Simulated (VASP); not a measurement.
# LiCl (Fm-3m) in VASP: further runs

LiCl is run at these levels: PBE, PBEsol, RPBE; tasks: single point, relaxation of cell and atoms.

Program: VASP 6.6.1. These are calculated values, not measurements. Logs are shortened: lines on timing, memory, paths and dates and some standing lists are left out, and cuts for length are marked.

## Step 1: The cell of the first run

The structure is cubic, space group Fm-3m (No. 225). The conventional cell has a = 5.060 Å, b = 5.060 Å, c = 5.060 Å, α = 90.00°, β = 90.00°, γ = 90.00°. Within 3.3 Å of Cl (site symmetry m-3m) lie 6 Li at 2.53 Å. Within 3.3 Å of Li (site symmetry m-3m) lie 6 Cl at 2.53 Å.

## Step 2: Single point, PBE

INCAR

```
SYSTEM = LiCl
  ALGO = Normal
  EDIFF = 1E-6
  ENCUT = 520
  GGA = PE
  ISIF = 2
  ISMEAR = -1
  LASPH = .TRUE.
  LCHARG = .TRUE.
  LELF = .TRUE.
  LREAL = .FALSE.
  LVHAR = .TRUE.
  LWAVE = .FALSE.
  NBANDS = 12
  NELM = 80
  PREC = Accurate
  SIGMA = 0.05
```

KPOINTS

```
k-points
0
G
  9 9 9
  0 0 0
```

POSCAR

```
LiCl
1.0
    0.0000000000      2.5301066968      2.5301066968
    2.5301066968      0.0000000000      2.5301066968
    2.5301066968      2.5301066968      0.0000000000
Cl Li
1 1
Direct
    0.5000000000      0.5000000000      0.5000000000
    0.0000000000      0.0000000000      0.0000000000
```

Potentials or basis: VASP PAW PBE potentials, release 64 (Cl, Li_sv).

The run is started by

```sh
$ cat potpaw_PBE.64/Cl/POTCAR potpaw_PBE.64/Li_sv/POTCAR > POTCAR
$ mpirun -np 1 vasp_std > vasp.out
```

OUTCAR:

```text
SYSTEM = LiCl
   EDIFF = 1E-6
   ENCUT = 520
   GGA = PE
   ISIF = 2
   ISMEAR = -1
   LASPH = .TRUE.
   LREAL = .FALSE.
   NELM = 80
   PREC = Accurate

 ion  position               nearest neighbor table
   1  0.500  0.500  0.500-   2 2.53   2 2.53   2 2.53   2 2.53   2 2.53   2 2.53
   2  0.000  0.000  0.000-   1 2.53   1 2.53   1 2.53   1 2.53   1 2.53   1 2.53

  LATTYP: Found a face centered cubic cell.
 ALAT       =     5.0602133936

  Lattice vectors:

 A1 = (   0.0000000000,   2.5301066968,   2.5301066968)
 A2 = (   2.5301066968,   0.0000000000,   2.5301066968)
 A3 = (   2.5301066968,   2.5301066968,   0.0000000000)

Analysis of symmetry for initial positions (statically):
=====================================================================
 Subroutine PRICEL returns:
 Original cell was already a primitive cell.

 Routine SETGRP: Setting up the symmetry group for a
 face centered cubic supercell.

 Subroutine GETGRP returns: Found 48 space group operations
 (whereof 48 operations were pure point group operations)
 out of a pool of 48 trial point group operations.

The static configuration has the point symmetry O_h .

Analysis of symmetry for dynamics (positions and initial velocities):
=====================================================================
 Subroutine PRICEL returns:
 Original cell was already a primitive cell.

 Routine SETGRP: Setting up the symmetry group for a
 face centered cubic supercell.

 Subroutine GETGRP returns: Found 48 space group operations
 (whereof 48 operations were pure point group operations)
 out of a pool of 48 trial point group operations.

The dynamic configuration has the point symmetry O_h .

 Subroutine INISYM returns: Found 48 space group operations
 (whereof 48 operations are pure point group operations),
 and found     1 'primitive' translations

----------------------------------------------------------------------------------------

                                     Primitive cell

  volume of cell :      32.3927

  direct lattice vectors                    reciprocal lattice vectors
     0.000000000  2.530106697  2.530106697    -0.197620124  0.197620124  0.197620124
     2.530106697  0.000000000  2.530106697     0.197620124 -0.197620124  0.197620124
     2.530106697  2.530106697  0.000000000     0.197620124  0.197620124 -0.197620124

  length of vectors
     3.578111205  3.578111205  3.578111205     0.342288096  0.342288096  0.342288096

  position of ions in fractional coordinates (direct lattice)
     0.500000000  0.500000000  0.500000000
     0.000000000  0.000000000  0.000000000

  ion indices of the primitive-cell ions
   primitive index   ion index
                 1           1
                 2           2

----------------------------------------------------------------------------------------

 KPOINTS: k-points

Automatic generation of k-mesh.
 Grid dimensions read from file:
 generate k-points for:    9    9    9

 Generating k-lattice:

  Cartesian coordinates                     Fractional coordinates (reciprocal lattice)
    -0.021957792  0.021957792  0.021957792     0.111111111  0.000000000  0.000000000
     0.021957792 -0.021957792  0.021957792     0.000000000  0.111111111  0.000000000
     0.021957792  0.021957792 -0.021957792     0.000000000  0.000000000  0.111111111

  Length of vectors
     0.038032011  0.038032011  0.038032011

  Shift w.r.t. Gamma in fractional coordinates (k-lattice)
     0.000000000  0.000000000  0.000000000

 Subroutine IBZKPT returns following result:
 ===========================================

 Found     35 irreducible k-points:

 Following reciprocal coordinates:
            Coordinates               Weight
  0.000000  0.000000  0.000000      1.000000
  0.111111  0.000000  0.000000      8.000000
  0.222222  0.000000  0.000000      8.000000
  0.333333  0.000000  0.000000      8.000000
  0.444444  0.000000  0.000000      8.000000
  0.111111  0.111111  0.000000      6.000000
[... 16 lines left out ...]
 -0.333333  0.333333  0.000000     12.000000
  0.444444  0.444444  0.000000      6.000000
 [... further k-points ...]
   k-points           NKPTS =     35   k-points in BZ     NKDIM =     35   number of bands    NBANDS=     12
   number of dos      NEDOS =    301   number of ions     NIONS =      2
   total plane-waves  NPLWV =  21952
   dimension x,y,z NGX =    28 NGY =   28 NGZ =   28
   dimension x,y,z NGXF=    56 NGYF=   56 NGZF=   56
   ions per type =               1   1
   NGX,Y,Z   is equivalent  to a cutoff of  13.01, 13.01, 13.01 a.u.
   NGXF,Y,Z  is equivalent  to a cutoff of  26.02, 26.02, 26.02 a.u.
 SYSTEM =  LiCl
   PREC   = accura    normal or accurate (medium, high low for compatibility)
   ISTART =      0    job   : 0-new  1-cont  2-samecut
   ICHARG =      2    charge: 1-file 2-atom 10-const
   ISPIN  =      1    spin polarized calculation?
   LNONCOLLINEAR =      F non collinear calculations
   LSORBIT =      F    spin-orbit coupling
[... 69 lines left out ...]
      9      12.8640      0.00000
     10      15.6321      0.00000
     11      15.6322      0.00000
     12      15.6696      0.00000

 k-point     2 :       0.1111    0.0000    0.0000
  band No.  band energies     occupation
      1     -42.5609      2.00000
      2     -12.5857      2.00000
      3       0.4441      2.00000
      4       0.8582      2.00000
      5       0.8582      2.00000
      6       7.8585      0.00000
      7      12.2023      0.00000
      8      12.8529      0.00000
      9      12.8529      0.00000
     10      14.1492      0.00000
     11      14.1492      0.00000
     12      16.0687      0.00000

 k-point     3 :       0.2222    0.0000    0.0000
  band No.  band energies     occupation
      1     -42.5599      2.00000
      2     -12.4118      2.00000
      3      -0.5225      2.00000
      4       0.7728      2.00000
      5       0.7728      2.00000
      6       8.2849      0.00000
      7      11.9081      0.00000
      8      11.9082      0.00000
      9      11.9089      0.00000
     10      14.6328      0.00000
     11      14.6328      0.00000
     12      16.5843      0.00000

 k-point     4 :       0.3333    0.0000    0.0000
  band No.  band energies     occupation
      1     -42.5587      2.00000
      2     -12.1979      2.00000
      3      -1.4565      2.00000
      4       0.6824      2.00000
      5       0.6824      2.00000
      6       8.0423      0.00000
      7      10.9692      0.00000
      8      10.9693      0.00000
      9      12.9147      0.00000
     10      16.1109      0.00000
     11      16.1109      0.00000
     12      17.1657      0.00000

 k-point     5 :       0.4444    0.0000    0.0000
  band No.  band energies     occupation
      1     -42.5580      2.00000
      2     -12.0472      2.00000
      3      -2.0127      2.00000
      4       0.6270      2.00000
      5       0.6270      2.00000
      6       7.7384      0.00000
      7      10.4740      0.00000
      8      10.4740      0.00000
      9      14.0987      0.00000
     10      17.8133      0.00000
     11      17.8134      0.00000
     12      17.8622      0.00000
[... 228 lines left out ...]
      1     -42.5573      2.00000
      2     -11.8739      2.00000
      3      -1.8030      2.00000
      4      -0.3129      2.00000
      5      -0.1066      2.00000
      6       9.1681      0.00000
      7       9.7525      0.00000
      8      12.2998      0.00000
      9      13.9406      0.00000
     10      15.0594      0.00000
     11      18.5283      0.00000
     12      20.0290      0.00000

 k-point    22 :      -0.4444    0.3333    0.0000
  band No.  band energies     occupation
      1     -42.5570      2.00000
      2     -11.7994      2.00000
      3      -1.8237      2.00000
      4      -0.8062      2.00000
      5      -0.0242      2.00000
      6       9.0393      0.00000
      7      10.6568      0.00000
      8      12.4732      0.00000
      9      12.9750      0.00000
     10      15.3254      0.00000
     11      18.5125      0.00000
     12      19.8596      0.00000

 k-point    23 :      -0.3333    0.3333    0.0000
  band No.  band energies     occupation
      1     -42.5571      2.00000
      2     -11.8309      2.00000
      3      -1.4384      2.00000
      4      -1.2644      2.00000
      5       0.1993      2.00000
      6       9.0730      0.00000
      7      11.7012      0.00000
      8      12.0124      0.00000
      9      12.0389      0.00000
     10      15.6678      0.00000
     11      17.1262      0.00000
     12      19.6352      0.00000

 k-point    24 :       0.4444    0.4444    0.0000
  band No.  band energies     occupation
      1     -42.5570      2.00000
      2     -11.7850      2.00000
      3      -2.0990      2.00000
      4      -0.2539      2.00000
      5      -0.2539      2.00000
      6       8.9289      0.00000
      7       9.1880      0.00000
      8      13.3989      0.00000
      9      15.1610      0.00000
     10      15.1611      0.00000
     11      17.9811      0.00000
     12      19.8676      0.00000

 [... further k-points ...]

------------------------ aborting loop because EDIFF is reached ----------------------------------------

  FORCE on cell =-STRESS in cart. coord.  units (eV):
  Direction    XX          YY          ZZ          XY          YZ          ZX
  --------------------------------------------------------------------------------------
  -------------------------------------------------------------------------------------
  Total        0.3595721      0.3595721      0.3595721      0.0000000      0.0000000     -0.0000000
  in kB       17.7848464     17.7848464     17.7848464      0.0000000      0.0000000     -0.0000000
  external PRESSURE =      17.7848464 kB  Pullay stress =       0.0000000 kB

 VOLUME and BASIS-vectors are now :
 -----------------------------------------------------------------------------
  energy-cutoff  :      520.00
  volume of cell :       32.39
      direct lattice vectors                 reciprocal lattice vectors
     0.000000000  2.530106697  2.530106697    -0.197620124  0.197620124  0.197620124
     2.530106697  0.000000000  2.530106697     0.197620124 -0.197620124  0.197620124
     2.530106697  2.530106697  0.000000000     0.197620124  0.197620124 -0.197620124

 POSITION                                       TOTAL-FORCE (eV/Angst)
 -----------------------------------------------------------------------------------
      2.53011      2.53011      2.53011        -0.000000     -0.000000     -0.000000
      0.00000      0.00000      0.00000         0.000000      0.000000      0.000000
 -----------------------------------------------------------------------------------
    total drift:                                0.000000      0.000000      0.000000

  FREE ENERGIE OF THE ION-ELECTRON SYSTEM (eV)
  ---------------------------------------------------
  free  energy   TOTEN  =        -7.3764878275 eV

  energy  without entropy=       -7.3764878275  energy(sigma->0) =       -7.37648783
```

Wall time 10 s (1 thread of Intel Xeon 6975P-C (Granite Rapids), shared host); peak memory 0.14 GiB.

What came out:

```
Free energy            : -7.3765 eV
Band gap on the k mesh : 6.58 eV, direct
```

Levels at points of the mesh, in eV from the valence-band top:
| k point | band 3 | band 4 | band 5 | band 6 | band 7 | band 8 |
| --- | --- | --- | --- | --- | --- | --- |
| (0.00, 0.00, 0.00) | 0.00 | 0.00 | 0.00 | 6.58 | 11.97 | 11.97 |

Caveat: the cutoff is under 1.25 times the usual one of these potentials, so pressure, stress and relaxed cells hold a basis-set (Pulay) error. A k mesh can miss the band edges.

## Step 3: Single point, PBE

This run uses another cell than the first one, of 16.53 Å³/atom, 1.021 times its volume.

INCAR

```
SYSTEM = LiCl
PREC     = Accurate       ! precision mode
ENCUT    = 520            ! plane-wave cutoff, eV
EDIFF    = 1E-6           ! SCF threshold, eV
ISMEAR   = -1             ! smearing method
SIGMA    = 0.05           ! smearing width, eV
LREAL    = .False.        ! projectors in reciprocal space
LASPH    = .True.         ! aspherical terms in the spheres
NELM     = 60             ! most SCF steps
ALGO     = Normal         ! electronic algorithm
ISIF     = 2              ! what is computed and relaxed
LWAVE    = .False.        ! write WAVECAR
LCHARG   = .False.        ! write CHGCAR
GGA      = PE             ! functional
NBANDS   = 12             ! bands
```

KPOINTS

```
regular mesh
0
Gamma
  9 9 9
  0 0 0
```

POSCAR

```
LiCl
1.0
    0.0000000000      2.5475562599      2.5475562599
    2.5475562599      0.0000000000      2.5475562599
    2.5475562599      2.5475562599      0.0000000000
Cl Li
1 1
Direct
    0.5000000000      0.5000000000      0.5000000000
    0.0000000000      0.0000000000      0.0000000000
```

Potentials or basis: VASP PAW PBE potentials, release 64 (Cl, Li_sv).

The run is started by

```sh
$ cat potpaw_PBE.64/Cl/POTCAR potpaw_PBE.64/Li_sv/POTCAR > POTCAR
$ mpirun -np 1 vasp_std > vasp.out
```

Run time: 10 s. Hardware: 1 thread of Intel Xeon 6975P-C (Granite Rapids), shared host; peak memory 0.14 GiB.

Results (log left out):

```
Free energy            : -7.3827 eV
Band gap on the k mesh : 6.46 eV, direct
```

Levels at points of the mesh, in eV from the valence-band top:
```csv
k point,band 2,band 3,band 4,band 5,band 6,band 7,band 8,band 9
"(0.00, 0.00, 0.00)",-13.47,0.00,0.00,0.00,6.46,11.96,11.96,11.96
```

Caveat: the cutoff is under 1.25 times the usual one of these potentials, so pressure, stress and relaxed cells hold a basis-set (Pulay) error. A k mesh can miss the band edges.

## Step 4: Relaxation of cell and atoms, PBEsol

This run uses another cell than the first one, of 16.87 Å³/atom, 1.042 times its volume.

INCAR

```
SYSTEM = LiCl
PREC     = Accurate       ! precision mode
ENCUT    = 600            ! plane-wave cutoff, eV
EDIFF    = 1E-6           ! SCF threshold, eV
ISMEAR   = -1             ! smearing method
SIGMA    = 0.05           ! smearing width, eV
LREAL    = .FALSE.        ! projectors in reciprocal space
LASPH    = .TRUE.         ! aspherical terms in the spheres
NELM     = 60             ! most SCF steps
ALGO     = Normal         ! electronic algorithm
ISIF     = 3              ! what is computed and relaxed
LWAVE    = .FALSE.        ! write WAVECAR
LCHARG   = .FALSE.        ! write CHGCAR
GGA      = PS             ! functional
IBRION   = 2              ! ionic algorithm
NSW      = 80             ! ionic steps
EDIFFG   = -0.005         ! ionic threshold
```

KPOINTS

```
regular mesh
0
G
  9 9 9
  0 0 0
```

POSCAR

```
LiCl
1.0
    0.0000000000      2.5647700000      2.5647700000
    2.5647700000      0.0000000000      2.5647700000
    2.5647700000      2.5647700000      0.0000000000
Cl Li
1 1
Direct
    0.5000000000      0.5000000000      0.5000000000
    0.0000000000      0.0000000000      0.0000000000
```

The run is started by

```sh
$ cat potpaw_PBE.64/Cl/POTCAR potpaw_PBE.64/Li_sv/POTCAR > POTCAR
$ mpirun -np 1 vasp_std > vasp.out
```

It took 27 s on 1 thread of Intel Xeon Platinum 8488C (Sapphire Rapids), shared host; peak memory 0.16 GiB.

The run converged. Its results:

```yaml
Free_energy: -7.6403 eV
Relaxed_volume: 16.20 Å³/atom
Relaxed_cell: a = 3.579 Å, b = 3.579 Å, c = 3.579 Å, α = 60.00°, β = 60.00°, γ = 60.00°
Space_group_after_relaxing_to_0.05_Å: Fm-3m (No. 225)
Energy_gained_by_relaxing: 2.8 meV/atom
Ionic_steps: 4
Pressure_after_relaxing: 0.0 GPa
Band_gap_on_the_k_mesh: 6.37 eV, direct
```

Step by step:
| step | energy change (eV) | largest force (eV/Å) | pressure (GPa) | volume (Å³) |
| --- | --- | --- | --- | --- |
| 1 | 0.0000 | 0.0000 | -1.30 | 33.74 |
| 2 | -0.0042 | 0.0000 | -0.68 | 33.08 |
| 3 | -0.0056 | 0.0000 | -0.13 | 32.53 |
| 4 | -0.0057 | 0.0000 | -0.04 | 32.41 |

Final structure:
```
CELL_PARAMETERS angstrom
0.00000 2.53050 2.53050
2.53050 0.00000 2.53050
2.53050 2.53050 0.00000
ATOMIC_POSITIONS crystal
Cl 0.50000 0.50000 0.50000
Li 0.00000 0.00000 0.00000
```

Levels at points of the mesh, in eV from the valence-band top:
| k point | band 2 | band 3 | band 4 | band 5 | band 6 | band 7 | band 8 | band 9 |
| --- | --- | --- | --- | --- | --- | --- | --- | --- |
| (0.00, 0.00, 0.00) | -13.54 | 0.00 | 0.00 | 0.00 | 6.37 | 11.84 | 11.84 | 11.84 |

Caveat: the cutoff is under 1.25 times the usual one of these potentials, so pressure, stress and relaxed cells hold a basis-set (Pulay) error; the PAW data sets were made with another functional, which shifts forces and pressure a little.

## Step 5: Relaxation of cell and atoms, RPBE

This run uses another cell than the first one, of 16.87 Å³/atom, 1.042 times its volume.

INCAR

```
PREC = Accurate ; ENCUT = 600
EDIFF = 1E-7 ; ISMEAR = -1
SIGMA = 0.05 ; LREAL = False
LASPH = True ; NELM = 80
ALGO = Normal ; ISIF = 3
LWAVE = False ; LCHARG = False
GGA = RP ; IBRION = 2
NSW = 80 ; EDIFFG = -0.01
```

KPOINTS

```
Automatic mesh
0
Gamma
  9 9 9
```

POSCAR is that of step 4.

The run is started by

```sh
$ cat potpaw_PBE.64/Cl/POTCAR potpaw_PBE.64/Li_sv/POTCAR > POTCAR
$ mpirun -np 1 vasp_std > vasp.out
```

Wall time 34 s (1 thread of Intel Xeon Platinum 8488C (Sapphire Rapids), shared host); peak memory 0.16 GiB.

Results (log left out):

| Quantity | Value |
| --- | --- |
| Free energy | -7.0234 eV |
| Relaxed volume | 18.06 Å³/atom |
| Relaxed cell | a = 3.711 Å, b = 3.711 Å, c = 3.711 Å, α = 60.00°, β = 60.00°, γ = 60.00° |
| Space group after relaxing (to 0.05 Å) | Fm-3m (No. 225) |
| Energy gained by relaxing | 7.6 meV/atom |
| Ionic steps | 4 |
| Pressure after relaxing | 0.0 GPa |
| Band gap on the k mesh | 6.23 eV, direct |

The path:
| step | energy change (eV) | largest force (eV/Å) | pressure (GPa) | volume (Å³) |
| --- | --- | --- | --- | --- |
| 1 | 0.0000 | 0.0000 | 2.17 | 33.74 |
| 2 | -0.0112 | 0.0000 | 1.05 | 34.87 |
| 3 | -0.0151 | 0.0000 | -0.11 | 36.27 |
| 4 | -0.0152 | 0.0000 | -0.01 | 36.13 |

Final structure:
```
CELL_PARAMETERS angstrom
0.00000 2.62385 2.62385
2.62385 0.00000 2.62385
2.62385 2.62385 0.00000
ATOMIC_POSITIONS crystal
Cl 0.50000 0.50000 0.50000
Li 0.00000 0.00000 0.00000
```

Levels at points of the mesh, in eV from the valence-band top:
| k point | band 1 | band 2 | band 3 | band 4 | band 5 | band 6 | band 7 | band 8 | band 9 |
| --- | --- | --- | --- | --- | --- | --- | --- | --- | --- |
| (0.00, 0.00, 0.00) | -43.93 | -13.16 | 0.00 | 0.00 | 0.00 | 6.23 | 11.98 | 11.98 | 11.98 |

Caveat: the cutoff is under 1.25 times the usual one of these potentials, so pressure, stress and relaxed cells hold a basis-set (Pulay) error; the PAW data sets were made with another functional, which shifts forces and pressure a little. RPBE and its kin give volumes clearly too large for solids.

## Step 6: The runs side by side

```csv
task,level,cell,cutoff (eV),gap on the mesh (eV),pressure (GPa),relaxed volume (Å³/atom)
single point,PBE,"a = 3.578 Å, angles 60.0°, 2 atoms",520,6.58,-,-
single point,PBE,"a = 3.603 Å, angles 60.0°, 2 atoms",520,6.46,-,-
relaxation of cell and atoms,PBEsol,"relaxed from a = 3.627 Å, angles 60.0°, 2 atoms",600,6.37,0.0,16.20
relaxation of cell and atoms,RPBE,"relaxed from a = 3.627 Å, angles 60.0°, 2 atoms",600,6.23,0.0,18.06
```

Alike in all rows: potentials or basis VASP PAW PBE potentials, release 64 (Cl, Li_sv); no spin polarisation; k mesh 9 × 9 × 9; smearing fermi-dirac 0.05 eV.

Caveats: the cutoff is under 1.25 times the usual one of these potentials, so pressure, stress and relaxed cells hold a basis-set (Pulay) error; the PAW data sets were made with another functional, which shifts forces and pressure a little (some runs).

Absolute energies hang on the potentials; compare differences alone.
